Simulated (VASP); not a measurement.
## CuO: single point with PBEsol

CuO:

```
CELL_PARAMETERS angstrom
0.00000 2.29580 2.29580
2.29580 0.00000 2.29580
2.29580 2.29580 0.00000
ATOMIC_POSITIONS crystal
Cu 0.00000 0.00000 0.00000
O 0.25000 0.25000 0.25000
```

- Program: VASP 6.6.1
- Task: single point
- Functional: PBEsol
- Potentials or basis: VASP PAW PBE potentials, release 64 (Cu, O)
- Cutoff: 520 eV
- k mesh: 10 × 10 × 10
- Occupations: fermi-dirac, width 0.05 eV
- Spin: no spin polarisation

```json
{
  "Pressure": "-11.4 GPa"
}
```

Levels at points of the mesh, in eV from the Fermi level:
| k point | band 7 | band 8 | band 9 | band 10 | band 11 | band 12 |
| --- | --- | --- | --- | --- | --- | --- |
| (0.00, 0.00, 0.00) | 0.76 | 0.76 | 0.76 | 0.84 | 13.97 | 13.97 |
| (0.50, 0.00, 0.00) | -1.74 | -0.01 | -0.01 | 5.87 | 7.67 | 13.61 |
| (0.50, 0.50, 0.00) | -1.33 | -1.08 | -1.08 | 5.69 | 9.53 | 11.24 |

Wall time 45 s on 1 thread of AMD EPYC 7571, with other jobs on the host, peak memory 0.11 GiB.

Caveat: the PAW data sets were made with another functional, which shifts forces and pressure a little; an odd number of electrons without spin polarisation forces a metal; a magnetic or distorted state may lie lower; semilocal functionals often make such compounds metallic where correlation or magnetic order opens a gap, which also shifts bond lengths. With open d or f shells a metallic result of PBEsol can be an artefact of self-interaction; +U or a hybrid may open a gap.
